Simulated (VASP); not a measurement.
Input of a VASP 6.6.1 run:

The input INCAR:

```
SYSTEM = Mg2CdS3
  PREC = Accurate
  ENCUT = 520
  EDIFF = 1E-6
  ISMEAR = 0
  SIGMA = 0.1
  LREAL = .False.
  LASPH = .True.
  NELM = 100
  ALGO = Normal
  ISIF = 2
  LWAVE = .False.
  LCHARG = .False.
  GGA = PE
  NBANDS = 26
```

File KPOINTS:

```
regular mesh
0
Gamma
  6 6 2
  0 0 0
```

File POSCAR:

```
Mg2CdS3
1.0
    3.9305976400      0.0000000000      0.0000000000
   -1.9652988200      3.4039974100      0.0000000000
    0.0000000000      0.0000000000      9.6279585900
Mg Cd S
2 1 3
Direct
    0.3333333300      0.6666666700      0.6666666700
    0.6666666700      0.3333333300      0.3333333300
    0.0000000000      0.0000000000      0.0000000000
    0.0000000000      0.0000000000      0.5000000000
    0.3333333300      0.6666666700      0.1666666700
    0.6666666700      0.3333333300      0.8333333300
```

Potentials or basis: VASP PAW PBE potentials, release 64 (Mg, Cd, S).

Command:

```bash
$ cat potpaw_PBE.64/Mg/POTCAR potpaw_PBE.64/Cd/POTCAR potpaw_PBE.64/S/POTCAR > POTCAR
$ mpirun -np 1 vasp_std > vasp.out
```

**Question.** What does it give for the band gap on the k mesh?

**Answer.** 1.54 eV (least direct gap 1.81 eV).

**Question.** Estimate the largest force.

**Answer.** 0.532 eV/Å.

Forces on the atoms (eV/Å):
```
Mg   0.000  0.000 -0.046
Mg   0.000  0.000  0.046
Cd   0.000  0.000  0.000
S    0.000  0.000  0.000
S    0.000  0.000  0.532
S    0.000  0.000 -0.532
```

Caveat: the cell stands under tension. A k mesh can miss the band edges.
